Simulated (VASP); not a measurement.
# Ta (Im-3m) in VASP: settings compared, part 2 of 2

VASP 6.6.1. Earlier steps stand in the parts before.

## 3. Single point, LDA

This run uses another cell than the first one, of 16.24 Å³/atom.

INCAR

```
SYSTEM = Ta
  PREC = Accurate
  ENCUT = 500
  EDIFF = 1E-6
  ISMEAR = -1
  SIGMA = 0.05
  LREAL = .False.
  LASPH = .True.
  NELM = 120
  ALGO = Normal
  ISIF = 2
  LWAVE = .False.
  LCHARG = .False.
  GGA = CA
  NBANDS = 12
  GGA_COMPAT = .False.
```

KPOINTS

```
regular mesh
0
Gamma
  11 11 11
  0 0 0
```

POSCAR

```
Ta
1.0
   -1.5952375181      1.5952375181      1.5952375181
    1.5952375181     -1.5952375181      1.5952375181
    1.5952375181      1.5952375181     -1.5952375181
Ta
1
Direct
    0.0000000000      0.0000000000      0.0000000000
```

Potentials or basis: VASP PAW LDA potentials, release 64 (Ta_sv_GW).

Command:

```sh
$ cat potpaw_LDA.64/Ta_sv_GW/POTCAR > POTCAR
$ mpirun -np 1 vasp_std > vasp.out
```

OUTCAR:

```text
SYSTEM = Ta
   PREC = Accurate
   ENCUT = 500
   EDIFF = 1E-6
   ISMEAR = -1
   LREAL = .False.
   LASPH = .True.
   NELM = 120
   ISIF = 2
   GGA = CA

 ion  position               nearest neighbor table
   1  0.000  0.000  0.000-

  LATTYP: Found a body centered cubic cell.
 ALAT       =     3.1904750362

  Lattice vectors:

 A1 = (  -1.5952375181,   1.5952375181,   1.5952375181)
 A2 = (   1.5952375181,  -1.5952375181,   1.5952375181)
 A3 = (   1.5952375181,   1.5952375181,  -1.5952375181)

Analysis of symmetry for initial positions (statically):
=====================================================================
 Subroutine PRICEL returns:
 Original cell was already a primitive cell.

 Routine SETGRP: Setting up the symmetry group for a
 body centered cubic supercell.

 Subroutine GETGRP returns: Found 48 space group operations
 (whereof 48 operations were pure point group operations)
 out of a pool of 48 trial point group operations.

The static configuration has the point symmetry O_h .

Analysis of symmetry for dynamics (positions and initial velocities):
=====================================================================
 Subroutine PRICEL returns:
 Original cell was already a primitive cell.

 Routine SETGRP: Setting up the symmetry group for a
 body centered cubic supercell.

 Subroutine GETGRP returns: Found 48 space group operations
 (whereof 48 operations were pure point group operations)
 out of a pool of 48 trial point group operations.

The dynamic configuration has the point symmetry O_h .

 Subroutine INISYM returns: Found 48 space group operations
 (whereof 48 operations are pure point group operations),
 and found     1 'primitive' translations

----------------------------------------------------------------------------------------

                                     Primitive cell
[... 113 lines left out ...]
   LORBIT       =      0    0 simple, 1 ext, 2 COOP (PROOUT), +10 PAW based schemes
   GGA     = CA    functional components
   LHFCALC =     F    Hartree Fock is set to
   AEXX    =    0.0000 exact exchange contribution
   IVDW    =     0    specifies the selected vdW correction
   LEPSILON=     F    determine dielectric tensor
   LRPA    =     F    only Hartree local field effects (RPA)
 non-spin polarized calculation
  energy-cutoff  :      500.00
  volume of cell :       16.24
 maximum number of plane-waves:       423
   NGX =  9   NGY =  9   NGZ =  9

 number of electron      12.9999997 magnetization

 Free energy of the ion-electron system (eV)
  ---------------------------------------------------
  ext. energy  EPLUGINS =         0.00000000
  ---------------------------------------------------
  free energy    TOTEN  =       -15.28073381 eV

  energy without entropy =      -15.27247125  energy(sigma->0) =      -15.27660253

 E-fermi :  11.6020     XC(G=0): -13.8523

 val. band max:       11.5583859156   @ k =  -0.3636   0.3636   0.0909
 cond. band min:      11.6212454576   @ k =  -0.1818   0.2727   0.0909
 fundamental gap:      0.0628595420
 Fermi energy:        11.6019840113

 k-point     1 :       0.0000    0.0000    0.0000
  band No.  band energies     occupation
      1     -54.9476      2.00000
      2     -20.8925      2.00000
      3     -20.8925      2.00000
      4     -20.8925      2.00000
      5       3.4163      2.00000
      6      12.2636      0.00000
      7      12.2636      0.00000
      8      12.2636      0.00000
      9      15.9020      0.00000
     10      15.9020      0.00000
     11      26.7009      0.00000
     12      26.7009      0.00000
[... 331 lines left out ...]
 k-point    24 :       0.3636    0.1818    0.0909
  band No.  band energies     occupation
      1     -54.7516      2.00000
      2     -22.2697      2.00000
      3     -21.6531      2.00000
      4     -21.1738      2.00000
      5       8.5190      2.00000
      6       9.7924      2.00000
      7      11.9644      0.00142
      8      16.4651      0.00000
      9      17.1223      0.00000
     10      21.9663      0.00000
     11      22.9963      0.00000
     12      25.8951      0.00000

 [... further k-points ...]

------------------------ aborting loop because EDIFF is reached ----------------------------------------

  FORCE on cell =-STRESS in cart. coord.  units (eV):
  Direction    XX          YY          ZZ          XY          YZ          ZX
  --------------------------------------------------------------------------------------
  -------------------------------------------------------------------------------------
  Total        1.4368057      1.4368057      1.4368057      0.0000000      0.0000000     -0.0000000
  in kB      141.7661557    141.7661557    141.7661557      0.0000000      0.0000000     -0.0000000
  external PRESSURE =     141.7661557 kB  Pullay stress =       0.0000000 kB

 VOLUME and BASIS-vectors are now :
 -----------------------------------------------------------------------------
  energy-cutoff  :      500.00
  volume of cell :       16.24
      direct lattice vectors                 reciprocal lattice vectors
    -1.595237518  1.595237518  1.595237518     0.000000000  0.313432949  0.313432949
     1.595237518 -1.595237518  1.595237518     0.313432949  0.000000000  0.313432949
     1.595237518  1.595237518 -1.595237518     0.313432949  0.313432949  0.000000000

 POSITION                                       TOTAL-FORCE (eV/Angst)
 -----------------------------------------------------------------------------------
      0.00000      0.00000      0.00000        -0.000000      0.000000      0.000000
 -----------------------------------------------------------------------------------
    total drift:                                0.000000     -0.000000     -0.000000

  FREE ENERGIE OF THE ION-ELECTRON SYSTEM (eV)
  ---------------------------------------------------
  free  energy   TOTEN  =       -15.2807338135 eV

  energy  without entropy=      -15.2724712467  energy(sigma->0) =      -15.27660253
```

OSZICAR:

```text
N       E                     dE             d eps       ncg     rms          rms(c)
DAV:   1     0.629631298152E+02    0.62963E+02   -0.75981E+03  1344   0.102E+03
DAV:   2    -0.140453737220E+02   -0.77009E+02   -0.74157E+02  1628   0.270E+02
DAV:   3    -0.159361287338E+02   -0.18908E+01   -0.18800E+01  1604   0.393E+01
DAV:   4    -0.159498268725E+02   -0.13698E-01   -0.13698E-01  1488   0.404E+00
DAV:   5    -0.159501280136E+02   -0.30114E-03   -0.30114E-03  1948   0.412E-01    0.913E+01
DAV:   6    -0.154172914754E+02    0.53284E+00   -0.51127E-01  1436   0.642E+00    0.589E+01
DAV:   7    -0.153193926965E+02    0.97899E-01   -0.77283E-01  1528   0.749E+00    0.117E+01
DAV:   8    -0.152806439443E+02    0.38749E-01   -0.12168E-01  1408   0.331E+00    0.600E-01
DAV:   9    -0.152807318944E+02   -0.87950E-04   -0.15499E-03  1556   0.449E-01    0.124E+00
DAV:  10    -0.152807336862E+02   -0.17918E-05   -0.87687E-05  1492   0.121E-01    0.751E-01
DAV:  11    -0.152807338135E+02   -0.12735E-06   -0.65473E-06  1572   0.211E-02
   1 F= -.15280734E+02 E0= -.15276603E+02  d E =-.826257E-02
```

stdout:

```text
POSCAR found type information on POSCAR Ta
 POSCAR found :  1 types and       1 ions
 scaLAPACK will be used
 LDA part: xc-table for (Slater(with rela. corr.)+CA(PZ))
 , standard interpolation
 POSCAR, INCAR and KPOINTS ok, starting setup
 FFT: planning ... GRIDC
 FFT: planning ... GRID_SOFT
 FFT: planning ... GRID
 WAVECAR not read
 entering main loop
```

Wall time 8 s (1 thread of Intel Xeon Platinum 8259CL at 2.50GHz (Skylake/Cascade Lake), shared host); peak memory 0.13 GiB.

What came out:

```
Free energy            : -15.2807 eV
Pressure               : 14.2 GPa
Band gap on the k mesh : zero (an odd number of electrons rules out a gap without spin polarisation)
```

Caveat: the cell stands under pressure; spin-orbit coupling is left out, which moves the levels of the heavy elements.

## 4. Single point, PBE-based screened hybrid with 25 % exact exchange+U

This run uses another cell than the first one, of 18.32 Å³/atom.

POSCAR

```
Ta
1.0
   -1.6607338485      1.6607338485      1.6607338485
    1.6607338485     -1.6607338485      1.6607338485
    1.6607338485      1.6607338485     -1.6607338485
Ta
1
Direct
    0.0000000000      0.0000000000      0.0000000000
```

INCAR.step1

```
PREC = Accurate ; ENCUT = 400
EDIFF = 1E-5 ; ISMEAR = 0
SIGMA = 0.05 ; LREAL = F
LASPH = T ; NELM = 200
ALGO = Normal ; ISIF = 2
LWAVE = T ; LCHARG = F
LMAXMIX = 4 ; LDAU = T
LDAUTYPE = 2 ; LDAUL = 2
LDAUU = 4 ; LDAUJ = 0
LDAUPRINT = 1 ; NBANDS = 12
GGA = PE ; GGA_COMPAT = F
```

INCAR.step2

```
PREC = Accurate ; ENCUT = 400
EDIFF = 1E-6 ; ISMEAR = 0
SIGMA = 0.05 ; LREAL = F
LASPH = T ; NELM = 200
ALGO = Normal ; ISIF = 2
LWAVE = F ; LCHARG = F
LMAXMIX = 4 ; LDAU = T
LDAUTYPE = 2 ; LDAUL = 2
LDAUU = 4 ; LDAUJ = 0
LDAUPRINT = 1 ; GGA = PE
LHFCALC = T ; AEXX = 0.25
HFSCREEN = 0.3 ; PRECFOCK = Normal
NBANDS = 12 ; ISTART = 1
GGA_COMPAT = F
```

KPOINTS

```
regular mesh
0
Gamma
  7 7 7
```

Potentials or basis: VASP PAW PBE potentials, release 64 (Ta_sv_GW).

Command:

```sh
$ cat potpaw_PBE.64/Ta_sv_GW/POTCAR > POTCAR
$ cp INCAR.step1 INCAR
$ mpirun -np 1 vasp_std > vasp.out
$ cp INCAR.step2 INCAR
$ mpirun -np 1 vasp_std > vasp.out
```

It took 14 min on 1 thread of AMD EPYC 9R45 (Zen 5), shared host; peak memory 0.21 GiB.

It converged, with:

| Property | Result |
| --- | --- |
| Free energy | -11.9746 eV |
| Pressure | 5.8 GPa |
| Band gap on the k mesh | zero (an odd number of electrons rules out a gap without spin polarisation) |

Levels at points of the mesh, in eV from the Fermi level:
```csv
k point,band 2,band 3,band 4,band 5,band 6,band 7,band 8,band 9,band 10,band 11
"(0.00, 0.00, 0.00)",-35.98,-35.98,-35.98,-9.23,1.34,1.34,1.34,5.14,5.14,14.83
```

Eigenvalues of the final occupation matrices:
```csv
site,spin,trace,eigenvalues
site 1 d,1,1.09,0.18 0.18 0.25 0.25 0.25
site 1 d,2,1.09,0.18 0.18 0.25 0.25 0.25
```

Caveat: the k points lie up to 0.38 Å⁻¹ apart, too coarse for converged energies and pressures of a metal; the PAW data sets were made with another functional, which shifts forces and pressure a little; spin-orbit coupling is left out, which moves the levels of the heavy elements; U without spin polarisation on a metal has little footing; the U is typed as a test and isn't derived for this compound.

## 5. Single point, LDA

This run uses another cell than the first one, of 16.57 Å³/atom.

INCAR is that of step 3.

KPOINTS

```
Automatic mesh
0
Gamma
  11 11 11
  0 0 0
```

POSCAR

```
Ta
1.0
   -1.6060164770      1.6060164770      1.6060164770
    1.6060164770     -1.6060164770      1.6060164770
    1.6060164770      1.6060164770     -1.6060164770
Ta
1
Direct
    0.0000000000      0.0000000000      0.0000000000
```

Potentials or basis: VASP PAW LDA potentials, release 64 (Ta_sv_GW).

Command:

```sh
$ cat potpaw_LDA.64/Ta_sv_GW/POTCAR > POTCAR
$ mpirun -np 1 vasp_std > vasp.out
```

Run time: 6.7 s. Hardware: 1 thread of Intel Xeon Platinum 8375C at 2.90GHz (Ice Lake), shared host; peak memory 0.13 GiB.

Results (log left out):

```yaml
Free_energy: -15.3067 eV
Pressure: 8.6 GPa
Band_gap_on_the_k_mesh: zero (an odd number of electrons rules out a gap without spin polarisation)
```

Levels at points of the mesh, in eV from the Fermi level:
```tsv
k point	band 4	band 5	band 6	band 7	band 8	band 9
(0.00, 0.00, 0.00)	-32.58	-8.12	0.66	0.66	0.66	4.22
```

Caveat: the cell stands under pressure; spin-orbit coupling is left out, which moves the levels of the heavy elements.

## 6. Summary

```tsv
level	potentials or basis	spin	U	cell	k mesh	cutoff (eV)	smearing	grid for exact exchange (PRECFOCK)	share of exact exchange	screening parameter	gap on the mesh (eV)	pressure (GPa)
BLYP	VASP PAW PBE potentials, release 64 (Ta_sv_GW)	non-collinear, zero start, SOC	-	a = 2.860 Å, angles 109.5°, 1 atom	11 × 11 × 11	500	fermi-dirac 0.1 eV	-	-	-	-	8.6
LDA	VASP PAW LDA potentials, release 64 (Ta_sv_GW)	off	-	a = 2.763 Å, angles 109.5°, 1 atom	11 × 11 × 11	500	fermi-dirac 0.05 eV	-	-	-	none	14.2
PBE-based screened hybrid with 25 % exact exchange+U	VASP PAW PBE potentials, release 64 (Ta_sv_GW)	off	Ta d U = 4.0 eV	a = 2.876 Å, angles 109.5°, 1 atom	7 × 7 × 7	400	gaussian 0.05 eV	Normal	0.25	0.3 1/Å	none	5.8
LDA	VASP PAW LDA potentials, release 64 (Ta_sv_GW)	off	-	a = 2.782 Å, angles 109.5°, 1 atom	11 × 11 × 11	500	fermi-dirac 0.05 eV	-	-	-	none	8.6
```

Alike in all rows: task single point.

Caveats: some runs use coarse meshes; the cell stands under pressure (at least some runs); spin-orbit coupling is left out, which moves the levels of the heavy elements (at least some runs); the PAW data sets were made with another functional, which shifts forces and pressure a little (at least some runs); U without spin polarisation on a metal has little footing (at least some runs); the U is typed as a test and isn't derived for this compound (at least some runs).

Total energies depend on the potentials used, so only differences within one code and one set of settings carry meaning.

The gap in the log of VASP goes by the Fermi energy; the results here count the filled bands.